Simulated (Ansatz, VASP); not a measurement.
MnO2: VASP beside Ansatz

Contents of INCAR:

```
  PREC = Accurate
  ENCUT = 600
  EDIFF = 1E-6
  ISMEAR = 0
  SIGMA = 0.1
  LREAL = False
  LASPH = True
  NELM = 120
  ALGO = Normal
  ISIF = 2
  LWAVE = False
  LCHARG = False
  GGA = PE
  NBANDS = 20
  GGA_COMPAT = False
```

File KPOINTS:

```
Automatic mesh
0
Gamma
  6 6 6
```

POSCAR

```
MnO2
1.0
    1.4284348394      0.8247072390      4.5839315268
   -1.4284348394      0.8247072390      4.5839315268
    0.0000000000     -1.6494144781      4.5839315268
Mn O
1 2
Direct
    0.0000000000      0.0000000000      0.0000000000
    0.2643644900      0.2643644900      0.2643644900
    0.7356355100      0.7356355100      0.7356355100
```

Input for Ansatz:

```yaml
crystal:
  lattice:
    - [1.4284348394, 0.824707239, 4.5839315268]
    - [-1.4284348394, 0.824707239, 4.5839315268]
    - [0.0, -1.6494144781, 4.5839315268]
  atoms:
    - { symbol: Mn, position: [0.0, 0.0, 0.0] }
    - { symbol: O, position: [0.26436449, 0.26436449, 0.26436449] }
    - { symbol: O, position: [0.73563551, 0.73563551, 0.73563551] }
basis: {}
kpoints:
  mp_grid: { grid: [6, 6, 6] }
hamiltonian:
  xc: pbe
  pseudopotentials: { kind: nc }
scf:
  occupations: { method: gaussian, width: 0.1 }
  max_iter: 71
output:
  forces: true
  stress: true
  eigenvalues: true
  populations: true
```

Alike in both runs: task single point; functional PBE; k mesh 6 × 6 × 6; occupations gaussian, width 0.1 eV; no spin polarisation.

|  | VASP | Ansatz |
| --- | --- | --- |
| version | VASP 6.6.1 | Ansatz 0.2.0 |
| potentials or method | VASP PAW PBE potentials, release 64 (Mn_pv, O) | scalar-relativistic, plane waves, norm-conserving potentials |
| plane-wave cutoff (eV) | 600 | 1306 |
| valence electrons in the cell | 25 | 27 |

```tsv
	VASP	Ansatz	Ansatz less VASP
gap on the k mesh at the Fermi level (eV)	none	none	-
pressure (GPa)	-4.2	-4.9	-0.72
traceless stress, the component that is largest in VASP (GPa)	4.70	5.21	+0.503
rms of the force components (eV/Å)	0.055	0.089	+0.0342
```

Atom by atom the forces differ by 0.034 eV/Å (rms over components). A gap of «none» marks a metal or a gap that the smearing closes. The functional is the same, so the differences come from potentials, cutoffs and numerics. VASP's potentials hold 25 valence electrons a cell and Ansatz's 27, so a difference there can come from the potentials and not from the codes.

The k mesh is coarse, so the values compare programs but aren't converged.
